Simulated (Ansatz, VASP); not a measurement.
## Zr2H3 in VASP and in Ansatz

```xyz
5
Lattice="3.8550 0.0000 0.0000 0.0000 3.8550 0.0000 0.0000 0.0000 3.8550" Properties=species:S:1:pos:R:3 pbc="T T T"
Zr    1.9275    1.9275    1.9275
Zr    0.0000    0.0000    0.0000
H     1.9275    0.0000    0.0000
H     0.0000    1.9275    0.0000
H     0.0000    0.0000    1.9275
```

Change from the starting cell: species swapped into the Tl2F3 type (Pm-3m, No. 221).

Alike in both runs: task single point; functional PBE; k mesh 4 × 4 × 4; occupations gaussian, width 0.1 eV; no spin polarisation.

```csv
,VASP,Ansatz
version,VASP 6.6.1,Ansatz 0.2.0
potentials or method,"VASP PAW PBE potentials, release 64 (Zr_sv, H), cutoff 520 eV","scalar-relativistic, plane waves, PAW"
valence electrons in the cell,27,27
```

|  | VASP | Ansatz | Ansatz less VASP |
| --- | --- | --- | --- |
| gap on the k mesh at the Fermi level (eV) | none | none | - |
| pressure (GPa) | -6.0 | -6.0 | +0.05 |

A gap of «none» marks a metal or a gap that the smearing closes. The functional is the same, so the differences come from potentials, cutoffs and numerics.

The k mesh is coarse, so the values compare programs but aren't converged.
